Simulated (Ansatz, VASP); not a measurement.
## One calculation of Au, two programs

Contents of INCAR:

```
PREC = Accurate
ENCUT = 400
EDIFF = 1E-8
ISMEAR = -1
SIGMA = 0.03
LREAL = F
LASPH = T
NELM = 120
ALGO = Normal
ISIF = 2
LWAVE = F
LCHARG = F
GGA = PS
LEFG = T
NBANDS = 26
GGA_COMPAT = F
```

Contents of KPOINTS:

```
regular mesh
0
Gamma
  14 14 8
```

POSCAR

```
Au
1.0
    2.8999984104      0.0000000000      0.0000000000
   -1.4499992052      2.5114722944      0.0000000000
    0.0000000000      0.0000000000      4.8800000000
Au
2
Direct
    0.3333333333      0.6666666667      0.7500000000
    0.6666666667      0.3333333333      0.2500000000
```

Input for Ansatz:

```yaml
crystal:
  lattice:
    - [2.8999984104, 0.0, 0.0]
    - [-1.4499992052, 2.5114722944, 0.0]
    - [0.0, 0.0, 4.88]
  atoms:
    - { symbol: Au, position: [0.3333333333, 0.6666666667, 0.75] }
    - { symbol: Au, position: [0.6666666667, 0.3333333333, 0.25] }
kpoints:
  mp_grid: { grid: [14, 14, 8] }
  band_path:
    path:
      - [0.0, 0.0, 0.0]
      - [0.5, 0.0, 0.0]
      - [0.3333333333, 0.3333333333, 0.0]
      - [0.0, 0.0, 0.0]
      - [0.0, 0.0, 0.5]
      - [0.5, 0.0, 0.5]
      - [0.3333333333, 0.3333333333, 0.5]
      - [0.0, 0.0, 0.5]
      - [0.5, 0.0, 0.5]
    npoints: 14
scf:
  occupations: { method: fermi_dirac, width: 0.03 }
hamiltonian:
  xc: pbesol
  pseudopotentials: { kind: paw }
output:
  forces: true
  stress: true
  eigenvalues: true
  efg: { contact_densities: true }
  populations: true
  bader: true
  dos: { projected: true, de: 0.2, e_range: [-14, 8] }
  write_density: true
  write_potential: true
  elf: true
  volumetric_format: npy
```

Alike in both runs: task electric field gradients; functional PBEsol; k mesh 14 × 14 × 8; occupations fermi-dirac, width 0.03 eV; no spin polarisation.

```csv
,VASP,Ansatz
version,VASP 6.6.1,Ansatz 0.2.0
potentials or method,"VASP PAW PBE potentials, release 64 (Au_sv_GW)","PAW with Ansatz's default frozen-core files, scalar-relativistic"
plane-wave cutoff (eV),400,420
valence electrons in the cell,38,38
```

Ansatz gave:

```
size of Vzz on the site where it differs most (V/Å²) : 11.3
```

Question: What did VASP give for the same quantities?

Answer: Size of Vzz on the site where it differs most (V/Å²): 16.2.

VASP's potentials were made for PBE, not for PBEsol. The functional is the same, so the differences come from potentials, cutoffs and numerics.

Spin-orbit coupling is off throughout.
